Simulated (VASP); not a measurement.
Write the native input for VASP 6.6.1 that does the following.

* Task: single point
* Functional: PBE
* Potentials or basis: VASP PAW PBE potentials, release 64 (Ti_sv, Co)
* Cutoff: 520 eV
* k mesh: 12 × 12 × 12
* Occupations: gaussian, width 0.05 eV
* Spin: collinear spin, ferrimagnetic start
* Starting moments: [-0.02, 0.98] μB
* Dipole correction: no
* Further INCAR settings: ALGO = Normal; EDIFF = 1e-07; NBANDS = 22

The structure of TiCo lies in POSCAR:

```
TiCo
1.0
    2.9251528449      0.0000000000      0.0000000000
    0.0000000000      2.9251528449      0.0000000000
    0.0000000000      0.0000000000      2.9251528449
Ti Co
1 1
Direct
    0.0000000000      0.0000000000      0.0000000000
    0.5000000000      0.5000000000      0.5000000000
```

The input as run:

INCAR

```
PREC = Accurate
ENCUT = 520
EDIFF = 1E-7
ISMEAR = 0
SIGMA = 0.05
LREAL = F
LASPH = T
NELM = 150
ALGO = Normal
ISIF = 2
LWAVE = F
LCHARG = T
ISPIN = 2
MAGMOM = -0.02 0.98
LORBIT = 11
LMAXMIX = 4
GGA = PE
LELF = T
LVHAR = T
NBANDS = 22
```

KPOINTS

```
regular mesh
0
Gamma
  12 12 12
```

Potentials or basis: VASP PAW PBE potentials, release 64 (Ti_sv, Co).

Launch:

```console
$ cat potpaw_PBE.64/Ti_sv/POTCAR potpaw_PBE.64/Co/POTCAR > POTCAR
$ mpirun -np 1 vasp_std > vasp.out
```

It gave:

* Pressure: 10.4 GPa
* Net moment: 0.74 μB per cell
* Site moments: Ti -0.00; Co +0.77 μB
* Valence electrons inside the program's atomic spheres: Ti 10.38; Co 8.40

Run time: 110 s on 1 thread of AMD EPYC 7R43 64-Core Processor (Zen 3), with other jobs on the host, peak memory 0.16 GiB.
